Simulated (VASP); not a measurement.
# Ba2C (I4/mmm) in VASP: settings compared

The runs below take Ba2C through single point, with PBE, r2SCAN.

All numbers are computed with VASP 6.6.1; they aren't measurements. Logs are shortened: lines on timing, memory, paths and dates and some standing lists are left out, and cuts for length are marked.

## 1. The cell of the first run

It takes space group I4/mmm (No. 139, tetragonal). Conventional cell: a = 4.959 Å, b = 4.959 Å, c = 7.103 Å, α = 90.00°, β = 90.00°, γ = 90.00°. Within 4.0 Å of C (site symmetry 4/mmm) lie 8 Ba at 3.05 Å. Within 4.0 Å of Ba (site symmetry -4m2) lie 4 C at 3.05 Å and 6 Ba at 3.51 to 3.55 Å.

## 2. Single point, PBE (uniaxial x strain +1.3%)

File INCAR:

```
PREC = Accurate ; ENCUT = 520
EDIFF = 1E-7 ; ISMEAR = -1
SIGMA = 0.02 ; LREAL = F
LASPH = T ; NELM = 100
ALGO = Normal ; ISIF = 2
LWAVE = F ; LCHARG = F
GGA = PE ; NBANDS = 19
```

File KPOINTS:

```
regular mesh
0
Gamma
  6 6 6
```

File POSCAR:

```
Ba2C
1.0
    0.0000000000      3.5066490074      3.5066490074
    3.5515341147      0.0000000000      3.5066490074
    3.5515341147      3.5066490074      0.0000000000
C Ba
1 2
Direct
    0.0000000000      0.0000000000      0.0000000000
    0.2500000000      0.2500000000      0.2500000000
    0.7500000000      0.7500000000      0.7500000000
```

Potentials or basis: VASP PAW PBE potentials, release 64 (C, Ba_sv).

Started as:

```sh
cat potpaw_PBE.64/C/POTCAR potpaw_PBE.64/Ba_sv/POTCAR > POTCAR
mpirun -np 1 vasp_std > vasp.out
```

OUTCAR:

```text
PREC = Accurate
   ENCUT = 520
   EDIFF = 1E-7
   ISMEAR = -1
   LREAL = F
   LASPH = T
   NELM = 100
   ISIF = 2
   GGA = PE

 ion  position               nearest neighbor table
   1  0.000  0.000  0.000-   3 3.05   3 3.05   3 3.05   2 3.05   3 3.05   2 3.05   2 3.05   2 3.05

   2  0.250  0.250  0.250-   1 3.05   1 3.05   1 3.05   1 3.05   3 3.51   3 3.51   3 3.51   3 3.51
                             3 3.55   3 3.55
   3  0.750  0.750  0.750-   1 3.05   1 3.05   1 3.05   1 3.05   2 3.51   2 3.51   2 3.51   2 3.51
                             2 3.55   2 3.55

  LATTYP: Found a body centered tetragonal cell.
 ALAT       =     4.9591505847
 C/A-ratio  =     1.4323154960

  Lattice vectors:

 A1 = (   3.5515341147,   0.0000000000,   3.5066490074)
 A2 = (   3.5515341147,   0.0000000000,  -3.5066490074)
 A3 = (  -3.5515341147,   3.5066490074,   0.0000000000)

Analysis of symmetry for initial positions (statically):
=====================================================================
 Subroutine PRICEL returns:
 Original cell was already a primitive cell.

 Routine SETGRP: Setting up the symmetry group for a
 body centered tetragonal supercell.

 Subroutine GETGRP returns: Found 16 space group operations
 (whereof 16 operations were pure point group operations)
 out of a pool of 16 trial point group operations.

The static configuration has the point symmetry D_4h.

Analysis of symmetry for dynamics (positions and initial velocities):
=====================================================================
 Subroutine PRICEL returns:
 Original cell was already a primitive cell.

 Routine SETGRP: Setting up the symmetry group for a
 body centered tetragonal supercell.

 Subroutine GETGRP returns: Found 16 space group operations
 (whereof 16 operations were pure point group operations)
 out of a pool of 16 trial point group operations.

The dynamic configuration has the point symmetry D_4h.

 Subroutine INISYM returns: Found 16 space group operations
 (whereof 16 operations are pure point group operations),
 and found     1 'primitive' translations

----------------------------------------------------------------------------------------

                                     Primitive cell

  volume of cell :      87.3435

  direct lattice vectors                    reciprocal lattice vectors
     0.000000000  3.506649007  3.506649007    -0.140784231  0.142586269  0.142586269
     3.551534115  0.000000000  3.506649007     0.140784231 -0.142586269  0.142586269
     3.551534115  3.506649007  0.000000000     0.140784231  0.142586269 -0.142586269

  length of vectors
     4.959150585  4.990990065  4.990990065     0.245930657  0.245930657  0.245930657

  position of ions in fractional coordinates (direct lattice)
     0.000000000  0.000000000  0.000000000
     0.250000000  0.250000000  0.250000000
     0.750000000  0.750000000  0.750000000

  ion indices of the primitive-cell ions
   primitive index   ion index
                 1           1
                 2           2
                 3           3

----------------------------------------------------------------------------------------

 KPOINTS: regular mesh

Automatic generation of k-mesh.
 Grid dimensions read from file:
 generate k-points for:    6    6    6

 Generating k-lattice:

  Cartesian coordinates                     Fractional coordinates (reciprocal lattice)
    -0.023464039  0.023764378  0.023764378     0.166666667  0.000000000  0.000000000
     0.023464039 -0.023764378  0.023764378     0.000000000  0.166666667 -0.000000000
     0.023464039  0.023764378 -0.023764378     0.000000000 -0.000000000  0.166666667

  Length of vectors
     0.040988443  0.040988443  0.040988443

  Shift w.r.t. Gamma in fractional coordinates (k-lattice)
     0.000000000  0.000000000  0.000000000

 Subroutine IBZKPT returns following result:
 ===========================================

 Found     30 irreducible k-points:

 Following reciprocal coordinates:
            Coordinates               Weight
  0.000000  0.000000  0.000000      1.000000
  0.166667  0.000000  0.000000      8.000000
  0.333333  0.000000  0.000000      8.000000
  0.500000  0.000000  0.000000      4.000000
  0.166667  0.166667  0.000000      4.000000
  0.333333  0.166667  0.000000     16.000000
[... 16 lines left out ...]
 -0.333333  0.500000  0.166667      4.000000
  0.333333 -0.333333  0.166667      8.000000
 [... further k-points ...]
   k-points           NKPTS =     30   k-points in BZ     NKDIM =     30   number of bands    NBANDS=     19
   number of dos      NEDOS =    301   number of ions     NIONS =      3
   total plane-waves  NPLWV =  64000
   dimension x,y,z NGX =    40 NGY =   40 NGZ =   40
   dimension x,y,z NGXF=    80 NGYF=   80 NGZF=   80
   ions per type =               1   2
   NGX,Y,Z   is equivalent  to a cutoff of  13.41, 13.32, 13.32 a.u.
   NGXF,Y,Z  is equivalent  to a cutoff of  26.82, 26.65, 26.65 a.u.
 SYSTEM =  unknown system
   PREC   = accura    normal or accurate (medium, high low for compatibility)
   ISTART =      0    job   : 0-new  1-cont  2-samecut
   ICHARG =      2    charge: 1-file 2-atom 10-const
   ISPIN  =      1    spin polarized calculation?
   LNONCOLLINEAR =      F non collinear calculations
   LSORBIT =      F    spin-orbit coupling
   LASPH  =      T    aspherical Exc in radial PAW
   ENCUT  =  520.0 eV  38.22 Ry    6.18 a.u.   9.22  9.28  9.28*2*pi/ulx,y,z
   NELM   =    100;   NELMIN=  2; NELMDL= -5     # of ELM steps
   EDIFF  = 0.1E-06   stopping-criterion for ELM
   LREAL  =      F    real-space projection
   EDIFFG = 0.1E-05   stopping-criterion for IOM
   NSW    =      0    number of steps for IOM
   IBRION =     -1    ionic relax: 0-MD 1-quasi-New 2-CG
   NFREE  =      0    steps in history (QN), initial steepest desc. (CG)
   ISIF   =      2    stress and relaxation
   ISYM   =      2    0-nonsym 1-usesym 2-fastsym
   POTIM  = 0.5000    time-step for ionic-motion
   TEBEG  =    0.0;   TEEND  =   0.0 temperature during run
   PSTRESS=    0.0 pullay stress
   NELECT =      24.0000    total number of electrons
   NUPDOWN=      -1.0000    fix difference up-down
   EMIN   =  10.00;   EMAX   =-10.00  energy-range for DOS
   EFERMI =   0.00;   METHOD = LEGACY
   ISMEAR =    -1;   SIGMA  =   0.02  broadening in eV -4-tet -1-fermi 0-gaus
   EFERMI_NEDOS =   21; number of points for ismear=-14 and -15
   IALGO  =     38    algorithm
   IMIX   =      4    mixing-type and parameters
     AMIX     =   0.40;   BMIX     =  1.00
     AMIX_MAG =   1.60;   BMIX_MAG =  1.00
  volume/ion in A,a.u.               =      29.11       196.47
  Fermi-wavevector in a.u.,A,eV,Ry     =   1.064311  2.011255 15.412095  1.132757
  Thomas-Fermi vector in A             =   2.199825
   LORBIT       =      0    0 simple, 1 ext, 2 COOP (PROOUT), +10 PAW based schemes
   GGA     = PE    functional components
   LHFCALC =     F    Hartree Fock is set to
   AEXX    =    0.0000 exact exchange contribution
   IVDW    =     0    specifies the selected vdW correction
   LEPSILON=     F    determine dielectric tensor
   LRPA    =     F    only Hartree local field effects (RPA)
 non-spin polarized calculation
  energy-cutoff  :      520.00
  volume of cell :       87.34
 maximum number of plane-waves:      2375
 NGX is ok and might be reduce to    40
   NGX = 19   NGY = 19   NGZ = 19

 number of electron      24.0000000 magnetization

 Free energy of the ion-electron system (eV)
  ---------------------------------------------------
  ext. energy  EPLUGINS =         0.00000000
  ---------------------------------------------------
  free energy    TOTEN  =       -10.79480342 eV

  energy without entropy =      -10.79333806  energy(sigma->0) =      -10.79407074

 E-fermi :   3.2187     XC(G=0):  -9.2072

 val. band max:        3.1243414336   @ k =  -0.1667   0.3333   0.3333
 cond. band min:       3.2349615734   @ k =  -0.3333   0.3333   0.3333
 fundamental gap:      0.1106201399
 Fermi energy:         3.2187268473

 k-point     1 :       0.0000    0.0000    0.0000
  band No.  band energies     occupation
      1     -25.0363      2.00000
      2     -24.4238      2.00000
      3     -10.5960      2.00000
      4     -10.5960      2.00000
      5     -10.4836      2.00000
      6      -9.4171      2.00000
[... 11 lines left out ...]
     18       7.7658      0.00000
     19      10.4716      0.00000

 k-point     2 :       0.1667    0.0000    0.0000
  band No.  band energies     occupation
      1     -24.9950      2.00000
      2     -24.4645      2.00000
      3     -10.5545      2.00000
      4     -10.5346      2.00000
      5     -10.4402      2.00000
      6      -9.5660      2.00000
[... 11 lines left out ...]
     18       7.5729      0.00000
     19      10.2255      0.00000

 k-point     3 :       0.3333    0.0000    0.0000
  band No.  band energies     occupation
      1     -24.8822      2.00000
      2     -24.5759      2.00000
      3     -10.4441      2.00000
      4     -10.3539      2.00000
      5     -10.2970      2.00000
      6      -9.9200      2.00000
[... 11 lines left out ...]
     18       6.9499      0.00000
     19       8.9170      0.00000

 k-point     4 :       0.5000    0.0000    0.0000
  band No.  band energies     occupation
      1     -24.7289      2.00000
      2     -24.7285      2.00000
      3     -10.3123      2.00000
      4     -10.1668      2.00000
      5     -10.0847      2.00000
      6     -10.0621      2.00000
[... 11 lines left out ...]
     18       7.1777      0.00000
     19       7.1892      0.00000

 k-point     5 :       0.1667    0.1667    0.0000
  band No.  band energies     occupation
      1     -24.9823      2.00000
      2     -24.4761      2.00000
      3     -10.6775      2.00000
      4     -10.5651      2.00000
      5     -10.2363      2.00000
      6      -9.9386      2.00000
[... 11 lines left out ...]
     18       7.2505      0.00000
     19       9.5554      0.00000

 k-point     6 :       0.3333    0.1667    0.0000
  band No.  band energies     occupation
      1     -24.9007      2.00000
      2     -24.5545      2.00000
      3     -10.6878      2.00000
      4     -10.5824      2.00000
      5     -10.3994      2.00000
      6      -9.8863      2.00000
[... 11 lines left out ...]
     18       7.6446      0.00000
     19       7.7809      0.00000

 k-point     7 :       0.5000    0.1667    0.0000
  band No.  band energies     occupation
      1     -24.7733      2.00000
      2     -24.6799      2.00000
      3     -10.7433      2.00000
      4     -10.5538      2.00000
      5     -10.4498      2.00000
      6      -9.7036      2.00000
[... 11 lines left out ...]
     18       7.8068      0.00000
     19       8.1333      0.00000

 k-point     8 :      -0.3333    0.1667    0.0000
  band No.  band energies     occupation
      1     -24.8193      2.00000
      2     -24.6349      2.00000
      3     -10.8436      2.00000
      4     -10.3203      2.00000
      5     -10.1699      2.00000
      6     -10.0174      2.00000
[... 256 lines left out ...]
 k-point    20 :      -0.3333    0.3333    0.1667
  band No.  band energies     occupation
      1     -24.7353      2.00000
      2     -24.7128      2.00000
      3     -11.0137      2.00000
      4     -10.8696      2.00000
      5     -10.1177      2.00000
      6     -10.0949      2.00000
[... 11 lines left out ...]
     18       7.4593      0.00000
     19       8.2803      0.00000

 k-point    21 :      -0.1667    0.3333    0.1667
  band No.  band energies     occupation
      1     -24.8379      2.00000
      2     -24.6122      2.00000
      3     -10.9320      2.00000
      4     -10.7403      2.00000
      5     -10.4348      2.00000
      6      -9.7303      2.00000
[... 11 lines left out ...]
     18       7.7615      0.00000
     19       8.1640      0.00000

 k-point    22 :       0.3333    0.5000    0.1667
  band No.  band energies     occupation
      1     -24.8248      2.00000
      2     -24.6250      2.00000
      3     -10.9490      2.00000
      4     -10.7932      2.00000
      5     -10.3742      2.00000
      6      -9.7296      2.00000
[... 11 lines left out ...]
     18       7.7374      0.00000
     19       8.2397      0.00000

 k-point    23 :      -0.3333    0.5000    0.1667
  band No.  band energies     occupation
      1     -24.7618      2.00000
      2     -24.6819      2.00000
      3     -11.2166      2.00000
      4     -10.9006      2.00000
      5     -10.5242      2.00000
      6      -9.6397      2.00000
[... 11 lines left out ...]
     18       7.3665      0.00000
     19       8.3080      0.00000

 k-point    24 :       0.3333   -0.3333    0.1667
  band No.  band energies     occupation
      1     -24.7236      2.00000
      2     -24.7235      2.00000
      3     -11.0495      2.00000
      4     -10.9305      2.00000
      5     -10.0752      2.00000
      6     -10.0692      2.00000
[... 11 lines left out ...]
     18       7.4591      0.00000
     19       8.3064      0.00000

 [... further k-points ...]
[... 5 lines left out ...]
  --------------------------------------------------------------------------------------
  -------------------------------------------------------------------------------------
  Total        0.1708641      0.8142245      0.8142245     -0.0000000      0.0000000      0.0000000
  in kB        3.1342289     14.9356510     14.9356510     -0.0000000      0.0000000      0.0000000
  external PRESSURE =      11.0018436 kB  Pullay stress =       0.0000000 kB

 VOLUME and BASIS-vectors are now :
 -----------------------------------------------------------------------------
  energy-cutoff  :      520.00
  volume of cell :       87.34
      direct lattice vectors                 reciprocal lattice vectors
     0.000000000  3.506649007  3.506649007    -0.140784231  0.142586269  0.142586269
     3.551534115  0.000000000  3.506649007     0.140784231 -0.142586269  0.142586269
     3.551534115  3.506649007  0.000000000     0.140784231  0.142586269 -0.142586269

 POSITION                                       TOTAL-FORCE (eV/Angst)
 -----------------------------------------------------------------------------------
      0.00000      0.00000      0.00000         0.000000      0.000000     -0.000000
      1.77577      1.75332      1.75332         0.000000     -0.000000      0.000000
      5.32730      5.25997      5.25997        -0.000000     -0.000000      0.000000
 -----------------------------------------------------------------------------------
    total drift:                                0.000000     -0.000000      0.000000

  FREE ENERGIE OF THE ION-ELECTRON SYSTEM (eV)
  ---------------------------------------------------
  free  energy   TOTEN  =       -10.7948034168 eV

  energy  without entropy=      -10.7933380617  energy(sigma->0) =      -10.79407074
```

Run time: 61 s. Hardware: 1 thread of Intel Xeon Platinum 8259CL at 2.50GHz (Skylake/Cascade Lake), shared host; peak memory 0.25 GiB.

Results:

```
Free energy            : -10.7948 eV
Pressure               : 1.1 GPa
Band gap on the k mesh : zero (band 12 reaches 3.35 eV, above the bottom of band 13 at 3.23 eV)
```

Caveat: the cell differs from its parent crystal (uniaxial x strain +1.3%); spin-orbit coupling is left out, which moves the levels of the heavy elements.

## 3. Single point, r2SCAN (uniaxial x strain +1.3%)

POSCAR is that of step 2.

File INCAR.step1:

```
SYSTEM = Ba2C
  PREC = Accurate
  ENCUT = 520
  ISMEAR = -1
  SIGMA = 0.02
  LREAL = .FALSE.
  LASPH = .TRUE.
  NELM = 100
  NBANDS = 19
  GGA = PE
  ALGO = Normal
  EDIFF = 1E-4
  LWAVE = .TRUE.
  LCHARG = .FALSE.
```

File INCAR.step2:

```
SYSTEM = Ba2C
  PREC = Accurate
  ENCUT = 520
  EDIFF = 1E-6
  ISMEAR = -1
  SIGMA = 0.02
  LREAL = .FALSE.
  LASPH = .TRUE.
  NELM = 100
  ALGO = Normal
  ISIF = 2
  LWAVE = .FALSE.
  LCHARG = .FALSE.
  METAGGA = R2SCAN
  LMIXTAU = .TRUE.
  NBANDS = 19
  ISTART = 1
```

File KPOINTS:

```
regular mesh
0
G
  6 6 6
  0 0 0
```

Potentials or basis: VASP PAW PBE potentials, release 64 (C, Ba_sv).

Started as:

```sh
cat potpaw_PBE.64/C/POTCAR potpaw_PBE.64/Ba_sv/POTCAR > POTCAR
cp INCAR.step1 INCAR
mpirun -np 1 vasp_std > vasp.out
cp INCAR.step2 INCAR
mpirun -np 1 vasp_std > vasp.out
```

It took 3.6 min on 1 thread of Intel Xeon Platinum 8259CL at 2.50GHz (Skylake/Cascade Lake), shared host; peak memory 0.27 GiB.

It converged, with:

```yaml
Free_energy: -60.9062 eV
Pressure: 0.8 GPa
Band_gap_on_the_k_mesh: zero (filled and empty bands touch)
```

Stress tensor (GPa, compression positive):
```
0.11 0.00 0.00
0.00 1.18 0.00
0.00 0.00 1.18
```

Levels at points of the mesh, in eV from the Fermi level:
| k point | band 8 | band 9 | band 10 | band 11 | band 12 | band 13 | band 14 | band 15 | band 16 | band 17 |
| --- | --- | --- | --- | --- | --- | --- | --- | --- | --- | --- |
| (0.00, 0.00, 0.00) | -13.29 | -8.72 | -2.06 | -2.00 | -2.00 | 0.31 | 0.38 | 0.38 | 4.67 | 4.83 |
| (0.50, 0.00, 0.00) | -13.97 | -8.16 | -0.84 | -0.81 | -0.74 | 1.36 | 2.38 | 2.44 | 4.13 | 4.14 |
| (0.50, 0.50, 0.00) | -12.91 | -8.26 | -1.63 | -0.14 | -0.02 | 0.05 | 1.37 | 1.94 | 4.48 | 4.56 |
| (0.00, 0.50, 0.50) | -12.95 | -8.24 | -1.65 | -0.20 | 0.03 | 0.03 | 1.29 | 2.03 | 4.54 | 4.55 |

Caveat: the cell differs from its parent crystal (uniaxial x strain +1.3%); the PAW data sets were made with another functional, which shifts forces and pressure a little; spin-orbit coupling is left out, which moves the levels of the heavy elements.
